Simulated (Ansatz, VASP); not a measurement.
**Fe in VASP and in Ansatz**

```
Fe
1.0
    -1.41631    1.41631    1.41631
     1.41631   -1.41631    1.41631
     1.41631    1.41631   -1.41631
Fe
1
Direct
  0.00000 0.00000 0.00000
```

Alike in both runs: task single point; functional PBE; k mesh 15 × 15 × 15; occupations methfessel-paxton of order 1, width 0.1 eV; collinear spin.

|  | VASP | Ansatz |
| --- | --- | --- |
| version | VASP 6.6.1 | Ansatz 0.2.0 |
| potentials or method | VASP PAW PBE potentials, release 64 (Fe), cutoff 520 eV | plane waves (420 eV) with PAW, scalar-relativistic |
| valence electrons in the cell | 8 | 16 |

```csv
,VASP,Ansatz,Ansatz less VASP
pressure (GPa),0.0,0.0,+0.05
net moment per atom (μB),2.19,2.18,-0.011
size of the moment on the site where the two differ most (μB),2.19,2.23,+0.040
```

Site moments also hang on the region over which each program counts them. With one functional, cell and mesh, what is left measures potentials, basis and numerics. VASP's potentials hold 8 valence electrons a cell and Ansatz's 16, so a difference there can come from the potentials and not from the codes. Ansatz's warnings: stability check not made.
